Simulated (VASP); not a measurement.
A run of VASP 6.6.1 is set up as follows.

The input INCAR:

```
SYSTEM = Te2Mo
  ALGO = Normal
  EDIFF = 1E-6
  ENCUT = 520
  GGA = PE
  ISIF = 2
  ISMEAR = 0
  LASPH = .TRUE.
  LCHARG = .FALSE.
  LREAL = .FALSE.
  LWAVE = .FALSE.
  NBANDS = 35
  NELM = 60
  PREC = Accurate
  SIGMA = 0.05
```

File KPOINTS:

```
k-points
0
G
  12 12 2
  0 0 0
```

POSCAR

```
Te2Mo
1.0
    3.6459930939      0.0000000000      0.0000000000
   -1.8229965469      3.1575226414      0.0000000000
    0.0000000000      0.0000000000     14.4444827251
Te Mo
4 2
Direct
    0.3333333333      0.6666666667      0.6310943552
    0.6666666667      0.3333333333      0.1310943552
    0.3333333333      0.6666666667      0.8689056448
    0.6666666667      0.3333333333      0.3689056448
    0.3333333333      0.6666666667      0.2500000000
    0.6666666667      0.3333333333      0.7500000000
```

Potentials or basis: VASP PAW PBE potentials, release 64 (Te, Mo_sv).

Launch:

```console
$ cat potpaw_PBE.64/Te/POTCAR potpaw_PBE.64/Mo_sv/POTCAR > POTCAR
$ mpirun -np 1 vasp_std > vasp.out
```

(1) Estimate the largest force.

(2) Predict the pressure.

Answers

(1) 0.840 eV/Å.

(2) 1.2 GPa.

Caveat: the cell differs from its parent crystal (strain +0.025 along x and y, -0.050 along z); this functional lacks dispersion, which binds the layers, so the pressure and a relaxed spacing across them are unreliable.
